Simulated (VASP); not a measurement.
Here is a VASP 6.6.1 calculation.

Contents of INCAR:

```
PREC = Accurate ; ENCUT = 500
EDIFF = 1E-6 ; ISMEAR = 0
SIGMA = 0.01 ; LREAL = F
LASPH = T ; NELM = 120
ALGO = Normal ; ISIF = 2
LWAVE = F ; LCHARG = T
GGA = PE ; LELF = T
LVHAR = T ; NBANDS = 25
GGA_COMPAT = F
```

File KPOINTS:

```
regular mesh
0
Gamma
  2 2 2
```

The input POSCAR:

```
SiS2
1.0
   -2.7820000000      4.7725000000      2.7760000000
    2.7820000000     -4.7725000000      2.7760000000
    2.7820000000      4.7725000000     -2.7760000000
Si S
2 4
Direct
    0.7500000000      0.7500000000      0.0000000000
    0.2500000000      0.2500000000      0.0000000000
    0.1182000000      0.2088000000      0.3270000000
    0.8818000000      0.7912000000      0.6730000000
    0.6182000000      0.2912000000      0.9094000000
    0.3818000000      0.7088000000      0.0906000000
```

Potentials or basis: VASP PAW PBE potentials, release 64 (Si, S).

Run with:

```console
$ cat potpaw_PBE.64/Si/POTCAR potpaw_PBE.64/S/POTCAR > POTCAR
$ mpirun -np 1 vasp_std > vasp.out
```

Task: Predict the largest force.

Result: 0.277 eV/Å.

Task: What does it give for the pressure?

Result: 2.3 GPa.

Stress tensor (GPa, compression positive):
```
2.52 0.00 0.00
0.00 2.48 0.00
0.00 0.00 1.79
```

Caveat: the k points lie up to 0.80 Å⁻¹ apart.
